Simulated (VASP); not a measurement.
A run of VASP 6.6.1:

The input INCAR:

```
SYSTEM = Zr3Si
PREC = Accurate
ENCUT = 600
EDIFF = 1E-7
ISMEAR = 0
SIGMA = 0.1
LREAL = .FALSE.
LASPH = .TRUE.
NELM = 80
ALGO = Fast
ISIF = 3
LWAVE = .FALSE.
LCHARG = .FALSE.
GGA = PE
IBRION = 2
NSW = 100
EDIFFG = -0.01
```

Contents of KPOINTS:

```
regular mesh
0
G
  12 12 12
  0 0 0
```

The input POSCAR:

```
Zr3Si
1.0
    4.3056432523      0.0000000000      0.0000000000
    0.0000000000      4.3056432523      0.0000000000
    0.0000000000      0.0000000000      4.3056432523
Zr Si
3 1
Direct
    0.5000000000      0.0000000000      0.5000000000
    0.5000000000      0.5000000000      0.0000000000
    0.0000000000      0.5000000000      0.5000000000
    0.0000000000      0.0000000000      0.0000000000
```

Potentials or basis: VASP PAW PBE potentials, release 64 (Zr_sv, Si).

Run with:

```bash
$ cat potpaw_PBE.64/Zr_sv/POTCAR potpaw_PBE.64/Si/POTCAR > POTCAR
$ mpirun -np 1 vasp_std > vasp.out
```

Hardware: 1 thread of Intel(R) Xeon(R) 6975P-C (Granite Rapids), with other jobs on the host.

Estimate the wall time of this run.

It took 5.7 min on 1 thread of Intel(R) Xeon(R) 6975P-C (Granite Rapids) (shared host), peak memory 0.33 GiB. Counts: scf iterations 53, k points 84, ion steps 3.
